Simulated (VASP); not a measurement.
# SiO2 (P4_2/mnm) in VASP: a series of runs, part 2 of 2

VASP 6.6.1.

### Step 4. Single point, LDA

This run uses another cell than the first one, of the same volume but with other edges.

Input file INCAR:

```
SYSTEM = SiO2
ALGO = Normal
EDIFF = 1E-6
ENCUT = 520
GGA = CA
ISIF = 2
ISMEAR = 0
LASPH = .True.
LCHARG = .True.
LELF = .True.
LREAL = .False.
LVHAR = .True.
LWAVE = .False.
NBANDS = 25
NELM = 80
PREC = Accurate
SIGMA = 0.05
```

Input file KPOINTS:

```
k-points
0
Gamma
  6 6 8
  0 0 0
```

Input file POSCAR:

```
SiO2
1.0
    4.2798000000      0.0000000000      0.0000000000
    0.0000000000      4.2798000000      0.0000000000
    0.0000000000      0.0000000000      2.5974000000
Si O
2 4
Direct
    0.5000000000      0.5000000000      0.5000000000
    0.0000000000      0.0000000000      0.0000000000
    0.6944252994      0.6944252994      0.0000000000
    0.1944252994      0.8055747006      0.5000000000
    0.3055747006      0.3055747006      0.0000000000
    0.8055747006      0.1944252994      0.5000000000
```

Potentials or basis: VASP PAW LDA potentials, release 64 (Si, O).

The run is started by

```
$ cat potpaw_LDA.64/Si/POTCAR potpaw_LDA.64/O/POTCAR > POTCAR
$ mpirun -np 1 vasp_std > vasp.out
```

OUTCAR:

```text
SYSTEM = SiO2
   EDIFF = 1E-6
   ENCUT = 520
   GGA = CA
   ISIF = 2
   ISMEAR = 0
   LASPH = .True.
   LREAL = .False.
   NELM = 80
   PREC = Accurate

 ion  position               nearest neighbor table
   1  0.500  0.500  0.500-   3 1.75   5 1.75   3 1.75   5 1.75   4 1.85   6 1.85
   2  0.000  0.000  0.000-   4 1.75   6 1.75   4 1.75   6 1.75   5 1.85   3 1.85
   3  0.694  0.694  0.000-   1 1.75   1 1.75   2 1.85
   4  0.194  0.806  0.500-   2 1.75   2 1.75   1 1.85
   5  0.306  0.306  0.000-   1 1.75   1 1.75   2 1.85
   6  0.806  0.194  0.500-   2 1.75   2 1.75   1 1.85

  LATTYP: Found a simple tetragonal cell.
 ALAT       =     4.2798000000
 C/A-ratio  =     0.6068975186

  Lattice vectors:

 A1 = (   4.2798000000,   0.0000000000,   0.0000000000)
 A2 = (   0.0000000000,   4.2798000000,   0.0000000000)
 A3 = (   0.0000000000,   0.0000000000,   2.5974000000)

Analysis of symmetry for initial positions (statically):
=====================================================================
 Subroutine PRICEL returns:
 Original cell was already a primitive cell.

[... 176 lines left out ...]
  free energy    TOTEN  =       -51.80550740 eV

  energy without entropy =      -51.80550740  energy(sigma->0) =      -51.80550740

 E-fermi :   8.0196     XC(G=0): -12.6079

 val. band max:        7.7106521125   @ k =   0.0000   0.0000   0.0000
 cond. band min:      13.0498319175   @ k =   0.0000   0.0000   0.0000
 fundamental gap:      5.3391798050
 Fermi energy:         8.0196139669

 k-point     1 :       0.0000    0.0000    0.0000
  band No.  band energies     occupation
      1     -14.4950      2.00000
      2     -10.9740      2.00000
      3     -10.9740      2.00000
      4     -10.8245      2.00000
      5      -3.0860      2.00000
      6       1.0758      2.00000
[... 661 lines left out ...]
     24      20.8133      0.00000
     25      21.1290      0.00000

 [... further k-points ...]
[... 5 lines left out ...]
  --------------------------------------------------------------------------------------
  -------------------------------------------------------------------------------------
  Total       -4.5378785     -4.5378785      2.7660313      0.0000000      0.0000000      0.0000000
  in kB     -152.8191076   -152.8191076     93.1497923      0.0000000      0.0000000      0.0000000
  external PRESSURE =     -70.8294743 kB  Pullay stress =       0.0000000 kB

 VOLUME and BASIS-vectors are now :
 -----------------------------------------------------------------------------
  energy-cutoff  :      520.00
  volume of cell :       47.58
      direct lattice vectors                 reciprocal lattice vectors
     4.279800000  0.000000000  0.000000000     0.233655778  0.000000000  0.000000000
     0.000000000  4.279800000  0.000000000     0.000000000  0.233655778  0.000000000
     0.000000000  0.000000000  2.597400000     0.000000000  0.000000000  0.385000385

 POSITION                                       TOTAL-FORCE (eV/Angst)
 -----------------------------------------------------------------------------------
      2.13990      2.13990      1.29870         0.000000      0.000000     -0.000000
      0.00000      0.00000      0.00000         0.000000      0.000000     -0.000000
      2.97200      2.97200      0.00000        -0.389197     -0.389197     -0.000000
      0.83210      3.44770      1.29870        -0.389197      0.389197     -0.000000
      1.30780      1.30780      0.00000         0.389197      0.389197      0.000000
      3.44770      0.83210      1.29870         0.389197     -0.389197     -0.000000
 -----------------------------------------------------------------------------------
    total drift:                                0.000000      0.000000     -0.000000

  FREE ENERGIE OF THE ION-ELECTRON SYSTEM (eV)
  ---------------------------------------------------
  free  energy   TOTEN  =       -51.8055073957 eV

  energy  without entropy=      -51.8055073957  energy(sigma->0) =      -51.80550740
```

Run time: 48 s. Hardware: 1 thread of Intel Xeon 8259CL, shared host; peak memory 0.16 GiB.

What came out:

| Quantity | Value |
| --- | --- |
| Free energy | -51.8055 eV |
| Pressure | -7.1 GPa |
| Largest force | 0.550 eV/Å |
| Band gap on the k mesh | 5.34 eV |

Forces in eV/Å, atoms in the order of the input:
```
Si   0.000  0.000  0.000
Si   0.000  0.000  0.000
O   -0.389 -0.389  0.000
O   -0.389  0.389  0.000
O    0.389  0.389  0.000
O    0.389 -0.389  0.000
```

Stress tensor (GPa, compression positive):
```
-15.28   0.00   0.00
  0.00 -15.28   0.00
  0.00   0.00   9.31
```

Caveat: the cell stands under tension. A k mesh can miss the band edges.

### Step 5. Single point, LDA

This run uses another cell than the first one, of 7.90 Å³/atom.

Input file INCAR:

```
SYSTEM = SiO2
ALGO = Normal
EDIFF = 1E-6
ENCUT = 520
GGA = CA
ISIF = 2
ISMEAR = 0
LASPH = .True.
LCHARG = .False.
LREAL = .False.
LWAVE = .False.
NBANDS = 25
NELM = 100
PREC = Accurate
SIGMA = 0.05
```

KPOINTS is that of step 4.

Changes to POSCAR since step 4:

```diff
@@ -2,5 +2,5 @@
 1.0
-    4.2798000000      0.0000000000      0.0000000000
-    0.0000000000      4.2798000000      0.0000000000
-    0.0000000000      0.0000000000      2.5974000000
+    4.0305000000      0.0000000000      0.0000000000
+    0.0000000000      4.0305000000      0.0000000000
+    0.0000000000      0.0000000000      2.9168000000
 Si O
```

The run is started by

```
$ cat potpaw_LDA.64/Si/POTCAR potpaw_LDA.64/O/POTCAR > POTCAR
$ mpirun -np 1 vasp_std > vasp.out
```

It took 64 s on 1 thread of Intel Xeon 8259CL, shared host; peak memory 0.17 GiB.

It converged, with:

```yaml
Free_energy: -51.3100 eV
Pressure: -10.6 GPa
Largest_force: 0.514 eV/Å
Band_gap_on_the_k_mesh: 4.78 eV
```

Forces in eV/Å, atoms in the order of the input:
```
Si   0.000  0.000  0.000
Si   0.000  0.000  0.000
O    0.363  0.363  0.000
O    0.363 -0.363  0.000
O   -0.363 -0.363  0.000
O   -0.363  0.363  0.000
```

Stress tensor (GPa, compression positive):
```
  5.53   0.00   0.00
  0.00   5.53   0.00
  0.00   0.00 -42.97
```

Levels at points of the mesh, in eV from the valence-band top:
| k point | band 12 | band 13 | band 14 | band 15 | band 16 | band 17 | band 18 | band 19 | band 20 | band 21 |
| --- | --- | --- | --- | --- | --- | --- | --- | --- | --- | --- |
| (0.00, 0.00, 0.00) | -3.41 | -2.67 | -0.66 | -0.66 | 0.00 | 4.78 | 4.91 | 6.65 | 6.65 | 9.59 |
| (0.50, 0.00, 0.00) | -3.68 | -2.82 | -2.82 | -0.88 | -0.88 | 6.52 | 6.52 | 7.47 | 7.47 | 11.68 |
| (0.50, 0.50, 0.00) | -3.64 | -2.98 | -2.98 | -1.69 | -1.69 | 6.18 | 6.18 | 8.72 | 8.72 | 13.06 |
| (0.00, 0.00, 0.50) | -4.18 | -3.28 | -3.28 | -2.37 | -2.37 | 8.92 | 8.92 | 11.78 | 11.78 | 12.06 |
| (0.50, 0.00, 0.50) | -3.79 | -1.84 | -1.84 | -1.49 | -1.49 | 8.74 | 8.74 | 10.72 | 10.72 | 12.10 |
| (0.50, 0.50, 0.50) | -3.90 | -1.26 | -1.26 | -1.25 | -1.25 | 7.21 | 7.21 | 11.22 | 11.22 | 11.48 |

Caveat: the cell stands under tension. A k mesh can miss the band edges.

### Step 6. Single point, LDA

This run uses another cell than the first one, of the same volume but with other edges.

Input file INCAR:

```
SYSTEM = SiO2
  ALGO = Normal
  EDIFF = 1E-6
  ENCUT = 520
  GGA = CA
  ISIF = 2
  ISMEAR = 0
  LASPH = .True.
  LCHARG = .False.
  LREAL = .False.
  LWAVE = .False.
  NBANDS = 25
  NELM = 80
  PREC = Accurate
  SIGMA = 0.05
```

KPOINTS is that of step 5.

Changes to POSCAR since step 5:

```diff
@@ -2,5 +2,5 @@
 1.0
-    4.0305000000      0.0000000000      0.0000000000
-    0.0000000000      4.0305000000      0.0000000000
-    0.0000000000      0.0000000000      2.9168000000
+    4.1302000000      0.0000000000      0.0000000000
+    0.0000000000      4.1302000000      0.0000000000
+    0.0000000000      0.0000000000      2.7891000000
 Si O
```

Potentials or basis: VASP PAW LDA potentials, release 64 (Si, O).

The run is started by

```
$ cat potpaw_LDA.64/Si/POTCAR potpaw_LDA.64/O/POTCAR > POTCAR
$ mpirun -np 1 vasp_std > vasp.out
```

Wall time 53 s (1 thread of Intel Xeon 8259CL, shared host); peak memory 0.17 GiB.

The run converged. Its results:

```yaml
Free_energy: -51.7937 eV
Pressure: -11.6 GPa
Largest_force: 0.140 eV/Å
Band_gap_on_the_k_mesh: 4.99 eV
```

Forces in eV/Å, atoms in the order of the input:
```
Si   0.000  0.000  0.000
Si   0.000  0.000  0.000
O    0.099  0.099  0.000
O    0.099 -0.099  0.000
O   -0.099 -0.099  0.000
O   -0.099  0.099  0.000
```

Stress tensor (GPa, compression positive):
```
 -3.76   0.00   0.00
  0.00  -3.76   0.00
  0.00   0.00 -27.29
```

Levels at points of the mesh, in eV from the valence-band top:
```csv
k point,band 13,band 14,band 15,band 16,band 17,band 18,band 19,band 20
"(0.00, 0.00, 0.00)",-2.68,-0.81,-0.81,0.00,4.99,5.59,7.38,7.38
"(0.50, 0.00, 0.00)",-2.83,-2.83,-0.99,-0.99,6.88,6.88,8.04,8.04
"(0.50, 0.50, 0.00)",-2.83,-2.83,-2.04,-2.04,6.56,6.56,9.11,9.11
"(0.00, 0.00, 0.50)",-3.20,-3.20,-2.58,-2.58,8.71,8.71,12.03,12.03
"(0.50, 0.00, 0.50)",-2.13,-2.13,-1.68,-1.68,8.47,8.47,9.97,9.97
"(0.50, 0.50, 0.50)",-1.57,-1.57,-1.46,-1.46,6.92,6.92,10.83,10.83
```

Caveat: the cell stands under tension.

### Step 7. The runs side by side

```csv
cell,gap on the mesh (eV),pressure (GPa),largest force (eV/Å)
"a = 4.180, b = 4.180, c = 2.725 Å, 6 atoms",5.11,-10.9,0.08
"a = 4.080, b = 4.080, c = 2.853 Å, 6 atoms",4.87,-11.5,0.34
"a = 4.280, b = 4.280, c = 2.597 Å, 6 atoms",5.34,-7.1,0.55
"a = 4.030, b = 4.030, c = 2.917 Å, 6 atoms",4.78,-10.6,0.51
"a = 4.130, b = 4.130, c = 2.789 Å, 6 atoms",4.99,-11.6,0.14
```

Alike in all rows: task single point; level LDA; potentials or basis VASP PAW LDA potentials, release 64 (Si, O); no spin polarisation; k mesh 6 × 6 × 8; cutoff (eV) 520; smearing gaussian 0.05 eV.

Caveats: the cell stands under tension.

Total energies depend on the potentials used, so only differences within one code and one set of settings carry meaning.
